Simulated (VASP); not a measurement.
A run of VASP 6.6.1 is set up as follows.

POSCAR

```
ZnS
1.0
    3.8083864859      0.0000000000      0.0000000000
   -1.9041932429      3.2981594442      0.0000000000
    0.0000000000      0.0000000000     24.8909590100
Zn S
8 8
Direct
    0.3333333333      0.6666666667      0.7499129200
    0.3333333333      0.6666666667      0.1247858200
    0.0000000000      0.0000000000      0.0000428700
    0.6666666667      0.3333333333      0.8753247300
    0.6666666667      0.3333333333      0.2499129200
    0.3333333333      0.6666666667      0.3753247300
    0.0000000000      0.0000000000      0.5000428700
    0.6666666667      0.3333333333      0.6247858200
    0.0000000000      0.0000000000      0.5937127400
    0.6666666667      0.3333333333      0.9689881200
    0.3333333333      0.6666666667      0.2185024700
    0.6666666667      0.3333333333      0.3439283300
    0.3333333333      0.6666666667      0.8439283300
    0.3333333333      0.6666666667      0.4689881200
    0.6666666667      0.3333333333      0.7185024700
    0.0000000000      0.0000000000      0.0937127400
```

Contents of INCAR.step1:

```
SYSTEM = ZnS
PREC = Accurate
ENCUT = 520
ISMEAR = -1
SIGMA = 0.02
LREAL = Auto
LASPH = .TRUE.
NELM = 100
NBANDS = 86
GGA = PE
ALGO = Normal
EDIFF = 1E-4
LWAVE = .TRUE.
LCHARG = .FALSE.
```

The input INCAR.step2:

```
SYSTEM = ZnS
PREC = Accurate
ENCUT = 520
EDIFF = 1E-8
ISMEAR = -1
SIGMA = 0.02
LREAL = Auto
LASPH = .TRUE.
NELM = 100
ALGO = Normal
ISIF = 2
LWAVE = .FALSE.
LCHARG = .FALSE.
METAGGA = R2SCAN
LMIXTAU = .TRUE.
LEFG = .TRUE.
NBANDS = 86
ISTART = 1
```

File KPOINTS:

```
Automatic mesh
0
G
  8 8 2
  0 0 0
```

Potentials or basis: VASP PAW PBE potentials, release 64 (Zn, S).

The run is started by

```sh
$ cat potpaw_PBE.64/Zn/POTCAR potpaw_PBE.64/S/POTCAR > POTCAR
$ cp INCAR.step1 INCAR
$ mpirun -np 1 vasp_std > vasp.out
$ cp INCAR.step2 INCAR
$ mpirun -np 1 vasp_std > vasp.out
```

Estimate the largest force.

0.022 eV/Å.

Predict the pressure.

0.1 GPa.

Electric field gradients, principal values (V/Å²):
```
atom   least  middle  greatest (by size)
1 Zn  -0.064  -0.077               0.140
2 Zn  -0.360  -0.373               0.734
3 Zn  -0.164  -0.166               0.329
4 Zn  -0.092  -0.105               0.197
5 Zn  -0.064  -0.077               0.140
6 Zn  -0.092  -0.105               0.197
7 Zn  -0.164  -0.166               0.329
8 Zn  -0.360  -0.373               0.734
 9 S   0.262   0.263              -0.525
10 S   0.160   0.161              -0.321
11 S  -0.306  -0.307               0.614
12 S  -1.196  -1.197               2.392
13 S  -1.196  -1.197               2.392
14 S   0.160   0.161              -0.321
15 S  -0.306  -0.307               0.614
16 S   0.262   0.263              -0.525
```

Caveat: without QUAD_EFG the Cq values of the log hold for a quadrupole moment of 1 mb, not for the nuclei; the PAW data sets were made with another functional, which shifts forces and pressure a little.
